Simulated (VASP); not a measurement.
# Ir (I4/mmm) in VASP: further runs

Ir is run at these levels: PBEsol; tasks: single point.

All numbers are computed with VASP 6.6.1; they aren't measurements. Logs are shortened: lines on timing, memory, paths and dates and some standing lists are left out, and cuts for length are marked.

## 1. The cell of the first run

Symmetry: I4/mmm, No. 139, tetragonal system. The conventional cell has a = 2.413 Å, b = 2.413 Å, c = 4.825 Å, α = 90.00°, β = 90.00°, γ = 90.00°. Within 3.2 Å of Ir (site symmetry 4/mmm) lie 12 Ir at 2.41 to 2.96 Å.

## 2. Single point, PBEsol

Contents of INCAR:

```
PREC = Accurate
ENCUT = 520
EDIFF = 1E-6
ISMEAR = 0
SIGMA = 0.15
LREAL = False
LASPH = True
NELM = 100
ALGO = Fast
ISIF = 2
LWAVE = False
LCHARG = False
GGA = PS
NBANDS = 10
```

Contents of KPOINTS:

```
Automatic mesh
0
Gamma
  30 30 30
```

Contents of POSCAR:

```
Ir
1.0
    0.0000000000      1.7062595756      2.4126510400
    1.7062595756      0.0000000000      2.4126510400
    1.7062595756      1.7062595756      0.0000000000
Ir
1
Direct
    0.0000000000      0.0000000000      0.0000000000
```

Potentials or basis: VASP PAW PBE potentials, release 64 (Ir).

The run is started by

```bash
$ cat potpaw_PBE.64/Ir/POTCAR > POTCAR
$ mpirun -np 1 vasp_std > vasp.out
```

OUTCAR:

```text
PREC = Accurate
   ENCUT = 520
   EDIFF = 1E-6
   ISMEAR = 0
   LREAL = False
   LASPH = True
   NELM = 100
   ISIF = 2
   GGA = PS

 ion  position               nearest neighbor table
   1  0.000  0.000  0.000-

  LATTYP: Found a body centered tetragonal cell.
 ALAT       =     2.4130154327
 C/A-ratio  =     1.9996979773

  Lattice vectors:

 A1 = (  -1.7062595756,   0.0000000000,   2.4126510400)
 A2 = (   1.7062595756,   0.0000000000,   2.4126510400)
 A3 = (   0.0000000000,   1.7062595756,  -2.4126510400)

Analysis of symmetry for initial positions (statically):
=====================================================================
 Subroutine PRICEL returns:
 Original cell was already a primitive cell.

 Routine SETGRP: Setting up the symmetry group for a
 body centered tetragonal supercell.

 Subroutine GETGRP returns: Found 16 space group operations
 (whereof 16 operations were pure point group operations)
 out of a pool of 16 trial point group operations.

The static configuration has the point symmetry D_4h.

Analysis of symmetry for dynamics (positions and initial velocities):
=====================================================================
 Subroutine PRICEL returns:
 Original cell was already a primitive cell.

 Routine SETGRP: Setting up the symmetry group for a
 body centered tetragonal supercell.

 Subroutine GETGRP returns: Found 16 space group operations
 (whereof 16 operations were pure point group operations)
 out of a pool of 16 trial point group operations.

The dynamic configuration has the point symmetry D_4h.

 Subroutine INISYM returns: Found 16 space group operations
 (whereof 16 operations are pure point group operations),
 and found     1 'primitive' translations

----------------------------------------------------------------------------------------

                                     Primitive cell

  volume of cell :      14.0480

  direct lattice vectors                    reciprocal lattice vectors
     0.000000000  1.706259576  2.412651040    -0.293038648  0.293038648  0.207240911
     1.706259576  0.000000000  2.412651040     0.293038648 -0.293038648  0.207240911
     1.706259576  1.706259576  0.000000000     0.293038648  0.293038648 -0.207240911

  length of vectors
     2.955030758  2.955030758  2.413015433     0.463348783  0.463348783  0.463348783

  position of ions in fractional coordinates (direct lattice)
     0.000000000  0.000000000  0.000000000

  ion indices of the primitive-cell ions
   primitive index   ion index
                 1           1

----------------------------------------------------------------------------------------

 KPOINTS: Automatic mesh

Automatic generation of k-mesh.
 Grid dimensions read from file:
 generate k-points for:   30   30   30

 Generating k-lattice:

  Cartesian coordinates                     Fractional coordinates (reciprocal lattice)
    -0.009767955  0.009767955  0.006908030     0.033333333  0.000000000  0.000000000
     0.009767955 -0.009767955  0.006908030     0.000000000  0.033333333  0.000000000
     0.009767955  0.009767955 -0.006908030     0.000000000  0.000000000  0.033333333

  Length of vectors
     0.015444959  0.015444959  0.015444959

  Shift w.r.t. Gamma in fractional coordinates (k-lattice)
     0.000000000  0.000000000  0.000000000

 Subroutine IBZKPT returns following result:
 ===========================================

 Found   1992 irreducible k-points:

 Following reciprocal coordinates:
            Coordinates               Weight
  0.000000  0.000000  0.000000      1.000000
  0.033333 -0.000000  0.000000      8.000000
  0.066667 -0.000000  0.000000      8.000000
  0.100000 -0.000000  0.000000      8.000000
  0.133333  0.000000  0.000000      8.000000
  0.166667 -0.000000  0.000000      8.000000
[... 16 lines left out ...]
  0.233333  0.033333  0.000000      8.000000
  0.266667  0.033333  0.000000      8.000000
 [... further k-points ...]
   k-points           NKPTS =   1992   k-points in BZ     NKDIM =   1992   number of bands    NBANDS=     10
   number of dos      NEDOS =    301   number of ions     NIONS =      1
   total plane-waves  NPLWV =  10368
   dimension x,y,z NGX =    24 NGY =   24 NGZ =   18
   dimension x,y,z NGXF=    48 NGYF=   48 NGZF=   36
   ions per type =               1
   NGX,Y,Z   is equivalent  to a cutoff of  13.50, 13.50, 12.40 a.u.
   NGXF,Y,Z  is equivalent  to a cutoff of  27.00, 27.00, 24.80 a.u.
 SYSTEM =  unknown system
   PREC   = accura    normal or accurate (medium, high low for compatibility)
   ISTART =      0    job   : 0-new  1-cont  2-samecut
   ICHARG =      2    charge: 1-file 2-atom 10-const
   ISPIN  =      1    spin polarized calculation?
   LNONCOLLINEAR =      F non collinear calculations
   LSORBIT =      F    spin-orbit coupling
   LASPH  =      T    aspherical Exc in radial PAW
   ENCUT  =  520.0 eV  38.22 Ry    6.18 a.u.   5.49  5.49  4.49*2*pi/ulx,y,z
   NELM   =    100;   NELMIN=  2; NELMDL= -5     # of ELM steps
   EDIFF  = 0.1E-05   stopping-criterion for ELM
   LREAL  =      F    real-space projection
   EDIFFG = 0.1E-04   stopping-criterion for IOM
   NSW    =      0    number of steps for IOM
   IBRION =     -1    ionic relax: 0-MD 1-quasi-New 2-CG
   NFREE  =      0    steps in history (QN), initial steepest desc. (CG)
   ISIF   =      2    stress and relaxation
   ISYM   =      2    0-nonsym 1-usesym 2-fastsym
   POTIM  = 0.5000    time-step for ionic-motion
   TEBEG  =    0.0;   TEEND  =   0.0 temperature during run
   PSTRESS=    0.0 pullay stress
   NELECT =       9.0000    total number of electrons
   NUPDOWN=      -1.0000    fix difference up-down
   EMIN   =  10.00;   EMAX   =-10.00  energy-range for DOS
   EFERMI =   0.00;   METHOD = LEGACY
   ISMEAR =     0;   SIGMA  =   0.15  broadening in eV -4-tet -1-fermi 0-gaus
   EFERMI_NEDOS =   21; number of points for ismear=-14 and -15
   IALGO  =     68    algorithm
   IMIX   =      4    mixing-type and parameters
     AMIX     =   0.40;   BMIX     =  1.00
     AMIX_MAG =   1.60;   BMIX_MAG =  1.00
  volume/ion in A,a.u.               =      14.05        94.80
  Fermi-wavevector in a.u.,A,eV,Ry     =   1.411294  2.666959 27.099406  1.991750
  Thomas-Fermi vector in A             =   2.533160
   LORBIT       =      0    0 simple, 1 ext, 2 COOP (PROOUT), +10 PAW based schemes
   GGA     = PS    functional components
   LHFCALC =     F    Hartree Fock is set to
   AEXX    =    0.0000 exact exchange contribution
   IVDW    =     0    specifies the selected vdW correction
   LEPSILON=     F    determine dielectric tensor
   LRPA    =     F    only Hartree local field effects (RPA)
 non-spin polarized calculation
 RMM-DIIS sequential band-by-band and
 Gauss-broadening in eV      SIGMA  =   0.15
  energy-cutoff  :      520.00
  volume of cell :       14.05
 maximum number of plane-waves:       405
 NGX is ok and might be reduce to    24

 number of electron       9.0000000 magnetization

 Free energy of the ion-electron system (eV)
  ---------------------------------------------------
  ext. energy  EPLUGINS =         0.00000000
  ---------------------------------------------------
  free energy    TOTEN  =        -8.65211109 eV

  energy without entropy =       -8.63811409  energy(sigma->0) =       -8.64511259

 E-fermi :  10.2702     XC(G=0): -14.0747

 val. band max:       10.2698908667   @ k =  -0.1333   0.0333   0.1667
 cond. band min:      10.2707365890   @ k =  -0.3000   0.3000   0.2333
 fundamental gap:      0.0008457223
 Fermi energy:        10.2702345938

 k-point     1 :       0.0000    0.0000    0.0000
  band No.  band energies     occupation
      1      -0.8337      2.00000
      2       3.4054      2.00000
      3       5.5165      2.00000
      4       8.9028      2.00000
      5       8.9028      2.00000
      6      12.0140      0.00000
      7      24.4407      0.00000
      8      26.6435      0.00000
      9      33.8180      0.00000
     10      33.8180      0.00000

 k-point     2 :       0.0333   -0.0000    0.0000
  band No.  band energies     occupation
      1      -0.7799      2.00000
      2       3.4397      2.00000
      3       5.5365      2.00000
      4       8.8368      2.00000
      5       8.9203      2.00000
      6      11.9656      0.00000
      7      24.5208      0.00000
      8      26.7257      0.00000
      9      33.3520      0.00000
     10      33.9225      0.00000

 k-point     3 :       0.0667   -0.0000    0.0000
  band No.  band energies     occupation
      1      -0.6209      2.00000
      2       3.5403      2.00000
      3       5.5967      2.00000
      4       8.6515      2.00000
      5       8.9720      2.00000
      6      11.8252      0.00000
      7      24.7387      0.00000
      8      26.9733      0.00000
      9      32.3770      0.00000
     10      34.2281      0.00000

 k-point     4 :       0.1000   -0.0000    0.0000
  band No.  band energies     occupation
      1      -0.3650      2.00000
      2       3.7007      2.00000
      3       5.6964      2.00000
      4       8.3826      2.00000
      5       9.0554      2.00000
      6      11.6058      0.00000
      7      25.0355      0.00000
      8      27.3751      0.00000
      9      31.2794      0.00000
     10      34.7612      0.00000
[... 222 lines left out ...]
 k-point    22 :       0.2000    0.0333    0.0000
  band No.  band energies     occupation
      1       0.5703      2.00000
      2       4.1087      2.00000
      3       5.7587      2.00000
      4       8.1649      2.00000
      5       9.3951      2.00000
      6      11.0568      0.00000
      7      25.3846      0.00000
      8      27.7240      0.00000
      9      29.8900      0.00000
     10      32.5428      0.00000

 k-point    23 :       0.2333    0.0333    0.0000
  band No.  band energies     occupation
      1       1.0101      2.00000
      2       4.3695      2.00000
      3       5.8106      2.00000
      4       8.1830      2.00000
      5       9.5098      2.00000
      6      10.7698      0.00000
      7      25.3201      0.00000
      8      26.6557      0.00000
      9      30.3449      0.00000
     10      32.2662      0.00000

 k-point    24 :       0.2667    0.0333    0.0000
  band No.  band energies     occupation
      1       1.4301      2.00000
      2       4.5773      2.00000
      3       5.9124      2.00000
      4       8.3960      2.00000
      5       9.5539      2.00000
      6      10.5594      0.00641
      7      24.9778      0.00000
      8      25.4345      0.00000
      9      30.9137      0.00000
     10      32.4584      0.00000

 [... further k-points ...]

------------------------ aborting loop because EDIFF is reached ----------------------------------------

  FORCE on cell =-STRESS in cart. coord.  units (eV):
  Direction    XX          YY          ZZ          XY          YZ          ZX
  --------------------------------------------------------------------------------------
  -------------------------------------------------------------------------------------
  Total        6.1420412      6.1420412     -2.9163977      0.0000000     -0.0000000      0.0000000
  in kB      700.5007395    700.5007395   -332.6156018      0.0000000     -0.0000000      0.0000000
  external PRESSURE =     356.1286257 kB  Pullay stress =       0.0000000 kB

 VOLUME and BASIS-vectors are now :
 -----------------------------------------------------------------------------
  energy-cutoff  :      520.00
  volume of cell :       14.05
      direct lattice vectors                 reciprocal lattice vectors
     0.000000000  1.706259576  2.412651040    -0.293038648  0.293038648  0.207240911
     1.706259576  0.000000000  2.412651040     0.293038648 -0.293038648  0.207240911
     1.706259576  1.706259576  0.000000000     0.293038648  0.293038648 -0.207240911

 POSITION                                       TOTAL-FORCE (eV/Angst)
 -----------------------------------------------------------------------------------
      0.00000      0.00000      0.00000         0.000000      0.000000     -0.000000
 -----------------------------------------------------------------------------------
    total drift:                               -0.000000     -0.000000     -0.000000

  FREE ENERGIE OF THE ION-ELECTRON SYSTEM (eV)
  ---------------------------------------------------
  free  energy   TOTEN  =        -8.6521110906 eV

  energy  without entropy=       -8.6381140886  energy(sigma->0) =       -8.64511259
```

Run time: 2.9 min. Hardware: 1 thread of Intel Xeon Platinum 8488C (Sapphire Rapids), shared host; peak memory 0.41 GiB.

What came out:

| Quantity | Value |
| --- | --- |
| Free energy | -8.6521 eV |
| Pressure | 35.6 GPa |
| Band gap on the k mesh | zero (an odd number of electrons rules out a gap without spin polarisation) |

Stress tensor (GPa, compression positive):
```
 70.05   0.00   0.00
  0.00  70.05   0.00
  0.00   0.00 -33.26
```

Caveat: the cell stands under pressure; the PAW data sets were made with another functional, which shifts forces and pressure a little; spin-orbit coupling is left out, which moves the levels of the heavy elements.

## 3. Single point, PBEsol

This run uses another cell than the first one, of the same volume but with other edges.

Contents of INCAR:

```
SYSTEM = Ir
ALGO     = Fast           ! electronic algorithm
EDIFF    = 1E-7           ! SCF threshold, eV
ENCUT    = 520            ! plane-wave cutoff, eV
GGA      = PS             ! functional
ISIF     = 2              ! what is computed and relaxed
ISMEAR   = 0              ! smearing method
LASPH    = .True.         ! aspherical terms in the spheres
LCHARG   = .False.        ! write CHGCAR
LREAL    = .False.        ! projectors in reciprocal space
LWAVE    = .False.        ! write WAVECAR
NBANDS   = 10             ! bands
NELM     = 80             ! most SCF steps
PREC     = Accurate       ! precision mode
SIGMA    = 0.15           ! smearing width, eV
```

Contents of KPOINTS:

```
k-points
0
Gamma
  30 30 30
  0 0 0
```

Contents of POSCAR:

```
Ir
1.0
    0.0000000000      2.0217242930      1.7184656490
    2.0217242930      0.0000000000      1.7184656490
    2.0217242930      2.0217242930      0.0000000000
Ir
1
Direct
    0.0000000000      0.0000000000      0.0000000000
```

Potentials or basis: VASP PAW PBE potentials, release 64 (Ir).

The run is started by

```bash
$ cat potpaw_PBE.64/Ir/POTCAR > POTCAR
$ mpirun -np 1 vasp_std > vasp.out
```

Wall time 4.2 min (1 thread of Intel Xeon Platinum 8488C (Sapphire Rapids), shared host); peak memory 0.41 GiB.

It converged, with:

- Free energy: -9.5626 eV
- Pressure: 6.2 GPa
- Band gap on the k mesh: zero (an odd number of electrons rules out a gap without spin polarisation)

Stress tensor (GPa, compression positive):
```
-10.09   0.00   0.00
  0.00 -10.09   0.00
  0.00   0.00  38.75
```

Levels at points of the mesh, in eV from the Fermi level:
```
           k point  band 2  band 3  band 4  band 5  band 6  band 7
(0.00, 0.00, 0.00)   -4.26   -4.26   -2.54   -2.42   -0.17   14.88
(0.50, 0.00, 0.00)   -5.02   -2.62   -0.67    0.30    1.67    7.62
(0.50, 0.50, 0.00)   -7.53    1.00    1.63    1.63    4.30    9.86
(0.50, 0.00, 0.50)   -7.01    0.57    0.57    0.65    2.25    9.36
```

Caveat: the cell stands under pressure; the PAW data sets were made with another functional, which shifts forces and pressure a little; spin-orbit coupling is left out, which moves the levels of the heavy elements.

## 4. Single point, PBEsol

This run uses another cell than the first one, of the same volume but with other edges.

Contents of INCAR:

```
PREC = Accurate ; ENCUT = 520
EDIFF = 1E-6 ; ISMEAR = 0
SIGMA = 0.15 ; LREAL = False
LASPH = True ; NELM = 100
ALGO = Fast ; ISIF = 2
LWAVE = False ; LCHARG = False
GGA = PS ; NBANDS = 10
```

Contents of KPOINTS:

```
regular mesh
0
Gamma
  30 30 30
```

Contents of POSCAR:

```
Ir
1.0
    0.0000000000      1.8021924093      2.1626308912
    1.8021924093      0.0000000000      2.1626308912
    1.8021924093      1.8021924093      0.0000000000
Ir
1
Direct
    0.0000000000      0.0000000000      0.0000000000
```

The run is started by

```bash
$ cat potpaw_PBE.64/Ir/POTCAR > POTCAR
$ mpirun -np 1 vasp_std > vasp.out
```

Wall time 2.4 min (1 thread of Intel Xeon Platinum 8488C (Sapphire Rapids), shared host); peak memory 0.4 GiB.

It converged, with:

```
Free energy            : -9.4545 eV
Pressure               : 11.3 GPa
Band gap on the k mesh : zero (an odd number of electrons rules out a gap without spin polarisation)
```

Stress tensor (GPa, compression positive):
```
 32.74   0.00   0.00
  0.00  32.74   0.00
  0.00   0.00 -31.53
```

Levels at points of the mesh, in eV from the Fermi level:
| k point | band 2 | band 3 | band 4 | band 5 | band 6 | band 7 |
| --- | --- | --- | --- | --- | --- | --- |
| (0.00, 0.00, 0.00) | -5.49 | -3.06 | -2.78 | -2.78 | 0.39 | 14.93 |
| (0.50, 0.00, 0.00) | -5.13 | -2.75 | -0.68 | 0.50 | 1.29 | 7.75 |
| (0.50, 0.50, 0.00) | -7.43 | -0.56 | 1.34 | 1.35 | 1.35 | 7.46 |
| (0.50, 0.00, 0.50) | -7.17 | 0.07 | 0.40 | 2.97 | 3.11 | 10.07 |

Caveat: the cell stands under pressure; the PAW data sets were made with another functional, which shifts forces and pressure a little; spin-orbit coupling is left out, which moves the levels of the heavy elements.

[end of part 1 of 2]
